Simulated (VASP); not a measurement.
# Si8O in VASP: relaxation of the atoms with PBE

Aim: the relaxation of the atoms of Si8O with PBE.

All numbers are computed with VASP 6.6.1; they aren't measurements. Logs are shortened: lines on timing, memory, paths and dates and some standing lists are left out, and cuts for length are marked.

## (1) The cell of the first run

The cell holds a slab with vacuum, 9 atoms: a = 3.851 Å, b = 6.365 Å, c = 19.753 Å, α = 90.00°, β = 90.00°, γ = 90.00°.

## (2) Relaxation of the atoms, PBE, collinear spin, ferromagnetic start

Contents of INCAR:

```
SYSTEM = Si8O
PREC = Accurate
ENCUT = 520
EDIFF = 1E-7
ISMEAR = 0
SIGMA = 0.05
LREAL = .False.
LASPH = .True.
NELM = 200
ALGO = Normal
ISIF = 2
LWAVE = .False.
LCHARG = .False.
ISPIN = 2
MAGMOM = 0 0 0 0 0 0 0 0 2
LORBIT = 11
LDIPOL = .True.
IDIPOL = 3
DIPOL = 0.5 0.5 0.331
GGA = PE
IBRION = 2
NSW = 36
EDIFFG = -0.025
GGA_COMPAT = .False.
NELMIN = 4
NELMDL = -8
KPAR = 4
```

Contents of KPOINTS:

```
regular mesh
0
Gamma
  7 4 1
  0 0 0
```

Contents of POSCAR:

```
Si8O
1.0
    3.8510821816      0.0000000000      0.0000000000
    0.0000000000      6.3646812169      0.0000000000
    0.0000000000      0.0000000000     19.7525434844
Si O
8 1
Selective dynamics
Direct
    0.0000000000      0.9370679252      0.2025055661  F F F
    0.0000000000      0.5629320748      0.2025055661  F F F
    0.5000000000      0.4370679252      0.2587875162  F F F
    0.5000000000      0.0629320748      0.2587875162  F F F
    0.5000000000      0.9333044677      0.3720589469  F F F
    0.5000000000      0.5666955323      0.3720589469  F F F
    0.0000000000      0.4259907537      0.4177964975  F F F
    0.0000000000      0.0740092463      0.4177964975  F F F
    0.0000000000      1.2593240871      0.4804896142  F F T
```

Potentials or basis: VASP PAW PBE potentials, release 64 (Si, O).

Command:

```
$ cat potpaw_PBE.64/Si/POTCAR potpaw_PBE.64/O/POTCAR > POTCAR
$ mpirun -np 4 vasp_std > vasp.out
```

OUTCAR:

```text
SYSTEM = Si8O
   PREC = Accurate
   ENCUT = 520
   EDIFF = 1E-7
   ISMEAR = 0
   LREAL = .False.
   LASPH = .True.
   NELM = 200
   ISIF = 2
   ISPIN = 2
   LORBIT = 11
   GGA = PE
   IBRION = 2
   NSW = 36
   EDIFFG = -0.025
   NELMIN = 4
   NELMDL = -8

 ion  position               nearest neighbor table
   1  0.000  0.937  0.203-   4 2.36   4 2.36   2 2.38
   2  0.000  0.563  0.203-   3 2.36   3 2.36   1 2.38
   3  0.500  0.437  0.259-   2 2.36   2 2.36   4 2.38   6 2.38
   4  0.500  0.063  0.259-   1 2.36   1 2.36   3 2.38   5 2.38
   5  0.500  0.933  0.372-   8 2.31   8 2.31   6 2.33   4 2.38
   6  0.500  0.567  0.372-   7 2.31   7 2.31   5 2.33   3 2.38
   7  0.000  0.426  0.418-   9 1.63   8 2.24   6 2.31   6 2.31
   8  0.000  0.074  0.418-   9 1.71   7 2.24   5 2.31   5 2.31
   9  0.000  0.259  0.480-   7 1.63   8 1.71

  LATTYP: Found a simple orthorhombic cell.
 ALAT       =     3.8510821816
 B/A-ratio  =     1.6526994016
 C/A-ratio  =     5.1290890594

  Lattice vectors:

 A1 = (   3.8510821816,   0.0000000000,   0.0000000000)
 A2 = (   0.0000000000,   6.3646812169,   0.0000000000)
 A3 = (   0.0000000000,   0.0000000000,  19.7525434844)

Analysis of symmetry for initial positions (statically):
=====================================================================
 Subroutine PRICEL returns:
 Original cell was already a primitive cell.

 Routine SETGRP: Setting up the symmetry group for a
 simple orthorhombic supercell.

 Subroutine GETGRP returns: Found  2 space group operations
 (whereof  2 operations were pure point group operations)
 out of a pool of  8 trial point group operations.

The static configuration has the point symmetry C_1h.

Analysis of symmetry for dynamics (positions and initial velocities):
=====================================================================
 Subroutine PRICEL returns:
 Original cell was already a primitive cell.

 Routine SETGRP: Setting up the symmetry group for a
 simple orthorhombic supercell.

 Subroutine GETGRP returns: Found  2 space group operations
 (whereof  2 operations were pure point group operations)
 out of a pool of  8 trial point group operations.

The dynamic configuration has the point symmetry C_1h.

Analysis of constrained symmetry for selective dynamics:
=====================================================================
 Subroutine PRICEL returns:
 Original cell was already a primitive cell.

 Routine SETGRP: Setting up the symmetry group for a
 simple orthorhombic supercell.

 Subroutine GETGRP returns: Found  2 space group operations
 (whereof  2 operations were pure point group operations)
 out of a pool of  8 trial point group operations.

The constrained configuration has the point symmetry C_1h.

Analysis of structural, dynamic, and magnetic symmetry:
=====================================================================
 Subroutine PRICEL returns:
 Original cell was already a primitive cell.

 Routine SETGRP: Setting up the symmetry group for a
 simple orthorhombic supercell.

 Subroutine GETGRP returns: Found  2 space group operations
 (whereof  2 operations were pure point group operations)
 out of a pool of  8 trial point group operations.

The overall configuration has the point symmetry C_1h.

 Subroutine INISYM returns: Found  2 space group operations
 (whereof  2 operations are pure point group operations),
 and found     1 'primitive' translations

----------------------------------------------------------------------------------------

                                     Primitive cell

  volume of cell :     484.1528

  direct lattice vectors                    reciprocal lattice vectors
     3.851082182  0.000000000  0.000000000     0.259667271  0.000000000  0.000000000
     0.000000000  6.364681217  0.000000000     0.000000000  0.157117060  0.000000000
     0.000000000  0.000000000 19.752543484     0.000000000  0.000000000  0.050626392

  length of vectors
     3.851082182  6.364681217 19.752543484     0.259667271  0.157117060  0.050626392

[... 76 lines left out ...]
   LNONCOLLINEAR =      F non collinear calculations
   LSORBIT =      F    spin-orbit coupling
   LASPH  =      T    aspherical Exc in radial PAW
   ENCUT  =  520.0 eV  38.22 Ry    6.18 a.u.   7.16 11.83 36.73*2*pi/ulx,y,z
   NELM   =    200;   NELMIN=  4; NELMDL= -8     # of ELM steps
   EDIFF  = 0.1E-06   stopping-criterion for ELM
   LREAL  =      F    real-space projection
   EDIFFG = -.3E-01   stopping-criterion for IOM
   NSW    =     36    number of steps for IOM
   IBRION =      2    ionic relax: 0-MD 1-quasi-New 2-CG
   NFREE  =      1    steps in history (QN), initial steepest desc. (CG)
   ISIF   =      2    stress and relaxation
   ISYM   =      2    0-nonsym 1-usesym 2-fastsym
   POTIM  = 0.5000    time-step for ionic-motion
   TEBEG  =    0.0;   TEEND  =   0.0 temperature during run
   PSTRESS=    0.0 pullay stress
   NELECT =      38.0000    total number of electrons
   NUPDOWN=      -1.0000    fix difference up-down
   EMIN   =  10.00;   EMAX   =-10.00  energy-range for DOS
   EFERMI =   0.00;   METHOD = LEGACY
   ISMEAR =     0;   SIGMA  =   0.05  broadening in eV -4-tet -1-fermi 0-gaus
   EFERMI_NEDOS =   21; number of points for ismear=-14 and -15
   IALGO  =     38    algorithm
   IMIX   =      4    mixing-type and parameters
     AMIX     =   0.40;   BMIX     =  1.00
     AMIX_MAG =   1.60;   BMIX_MAG =  1.00
  volume/ion in A,a.u.               =      53.79       363.02
  Fermi-wavevector in a.u.,A,eV,Ry     =   0.700931  1.324567  6.684598  0.491304
  Thomas-Fermi vector in A             =   1.785219
   LORBIT       =     11    0 simple, 1 ext, 2 COOP (PROOUT), +10 PAW based schemes
   GGA     = PE    functional components
   LHFCALC =     F    Hartree Fock is set to
   AEXX    =    0.0000 exact exchange contribution
   IVDW    =     0    specifies the selected vdW correction
   LEPSILON=     F    determine dielectric tensor
   LRPA    =     F    only Hartree local field effects (RPA)
 conjugate gradient relaxation of ions
 spin polarized calculation
 Gauss-broadening in eV      SIGMA  =   0.05
  energy-cutoff  :      520.00
  volume of cell :      484.15
 maximum number of plane-waves:     13082
 NGX is ok and might be reduce to    30
   NGX = 15   NGY = 23   NGZ = 73

 dipolmoment           0.000000      0.000000     -0.006634 electrons x Angstroem

--------------------------------------- Ionic step        1  -------------------------------------------

 number of electron      38.0000000 magnetization       0.0001578

 Free energy of the ion-electron system (eV)
  ---------------------------------------------------
  ext. energy  EPLUGINS =         0.00000000
  ---------------------------------------------------
  free energy    TOTEN  =       -47.41354004 eV

  energy without entropy =      -47.41029627  energy(sigma->0) =      -47.41191815

------------------------ aborting loop because EDIFF is reached ----------------------------------------

  FORCE on cell =-STRESS in cart. coord.  units (eV):
  Direction    XX          YY          ZZ          XY          YZ          ZX
  --------------------------------------------------------------------------------------
  -------------------------------------------------------------------------------------
  Total        2.1404208      1.8390303      0.3758072      0.0000000     -1.5445414      0.0000000
  in kB        7.0831636      6.0857905      1.2436358      0.0000000     -5.1112565      0.0000000
  external PRESSURE =       4.8041966 kB  Pullay stress =       0.0000000 kB
[... 73 lines left out ...]
--------------------------------------- Ionic step        3  -------------------------------------------

 number of electron      38.0000001 magnetization       0.0000150

 dipolmoment           0.000000      0.000000      0.065838 electrons x Angstroem

 Free energy of the ion-electron system (eV)
  ---------------------------------------------------
  ext. energy  EPLUGINS =         0.00000000
  ---------------------------------------------------
  free energy    TOTEN  =       -47.49331895 eV

  energy without entropy =      -47.49007844  energy(sigma->0) =      -47.49169869

 E-fermi :  -1.2246     XC(G=0):  -3.9906

 val. band max:       -1.4296652325   @ k =   0.4286   0.5000   0.0000
 cond. band min:      -1.2005809810   @ k =   0.4286   0.2500   0.0000
 fundamental gap:      0.2290842516
 Fermi energy:        -1.2245769219

 spin component 1

 k-point     1 :       0.0000    0.0000    0.0000
  band No.  band energies     occupation
      1     -21.4665      1.00000
      2     -12.6934      1.00000
      3     -11.3635      1.00000
      4     -10.7289      1.00000
      5      -9.4121      1.00000
      6      -8.4247      1.00000
[... 325 lines left out ...]
     24       0.8716      0.00000
     25       1.0784      0.00000
 Fermi energy:        -1.2245769219

 spin component 2

 k-point     1 :       0.0000    0.0000    0.0000
  band No.  band energies     occupation
      1     -21.4665      1.00000
      2     -12.6934      1.00000
      3     -11.3635      1.00000
      4     -10.7289      1.00000
      5      -9.4121      1.00000
      6      -8.4247      1.00000
[... 325 lines left out ...]
     24       0.8716      0.00000
     25       1.0784      0.00000

------------------------ aborting loop because EDIFF is reached ----------------------------------------

 vacuum level on the upper side and lower side of the slab       (xc-potential included)         0.141        -0.339

  FORCE on cell =-STRESS in cart. coord.  units (eV):
  Direction    XX          YY          ZZ          XY          YZ          ZX
  --------------------------------------------------------------------------------------
  -------------------------------------------------------------------------------------
  Total        2.2139406     -0.0023265     -2.2826209      0.0000000     -1.1250592      0.0000000
  in kB        7.3264584     -0.0076991     -7.5537379      0.0000000     -3.7230896      0.0000000
  external PRESSURE =      -0.0783262 kB  Pullay stress =       0.0000000 kB
[... 24 lines left out ...]
  FREE ENERGIE OF THE ION-ELECTRON SYSTEM (eV)
  ---------------------------------------------------
  free  energy   TOTEN  =       -47.4933189455 eV

  energy  without entropy=      -47.4900784436  energy(sigma->0) =      -47.49169869

 reached required accuracy - stopping structural energy minimisation

 vacuum level on the upper side and lower side of the slab         3.896         3.401

 total charge

# of ion       s       p       d       tot
------------------------------------------
    1        0.789   0.839   0.000   1.629
    2        0.790   0.839   0.000   1.628
    3        0.758   0.893   0.000   1.651
    4        0.759   0.892   0.000   1.651
    5        0.759   0.936   0.000   1.694
    6        0.758   0.941   0.000   1.700
    7        0.745   0.942   0.000   1.687
    8        0.745   0.918   0.000   1.663
    9        1.583   3.458   0.000   5.041
--------------------------------------------------
tot          7.686  10.657   0.000  18.343

 magnetization (x)

# of ion       s       p       d       tot
------------------------------------------
    1        0.000   0.000   0.000   0.000
    2        0.000   0.000   0.000   0.000
    3        0.000   0.000   0.000   0.000
    4        0.000   0.000   0.000   0.000
    5       -0.000  -0.000   0.000  -0.000
    6       -0.000   0.000   0.000  -0.000
    7        0.000   0.000   0.000   0.000
    8        0.000   0.000   0.000   0.000
    9        0.000   0.000   0.000   0.000
--------------------------------------------------
tot          0.000   0.000   0.000   0.000
```

It took 6.9 min on 4 MPI ranks of Intel Xeon 6975P-C (Granite Rapids), shared host; peak memory 0.81 GiB.

Results:

* Free energy: -47.4933 eV
* Energy gained by relaxing: 8.9 meV/atom
* Ionic steps: 3
* Band gap on the k mesh: zero (filled and empty bands overlap)
* Net moment: 0.00 μB per cell
* Valence electrons inside the program's atomic spheres: Si 1.63, 1.65, 1.69, 1.70, 1.66 (each value once); O 5.04

The path:
```
step  energy change (eV)  largest force on free atoms (eV/Å)  pressure (GPa)
   1              0.0000                              2.1398            0.48
   2             -0.0720                              0.5999           -0.15
   3             -0.0798                              0.0018           -0.01
```

Final structure:
```cif
data_structure
_symmetry_space_group_name_H-M 'P 1'
_symmetry_Int_Tables_number 1
_cell_length_a 3.8511
_cell_length_b 6.3647
_cell_length_c 19.7525
_cell_angle_alpha 90.000
_cell_angle_beta 90.000
_cell_angle_gamma 90.000
_cell_volume 484.15
loop_
_atom_site_label
_atom_site_type_symbol
_atom_site_fract_x
_atom_site_fract_y
_atom_site_fract_z
_atom_site_occupancy
Si1 Si 0.00000 0.93707 0.20251 1
Si2 Si 0.00000 0.56293 0.20251 1
Si3 Si 0.50000 0.43707 0.25879 1
Si4 Si 0.50000 0.06293 0.25879 1
Si5 Si 0.50000 0.93330 0.37206 1
Si6 Si 0.50000 0.56670 0.37206 1
Si7 Si 0.00000 0.42599 0.41780 1
Si8 Si 0.00000 0.07401 0.41780 1
O1 O 0.00000 0.25932 0.48442 1
```

The gap in the log of VASP goes by the Fermi energy; the results here count the filled bands.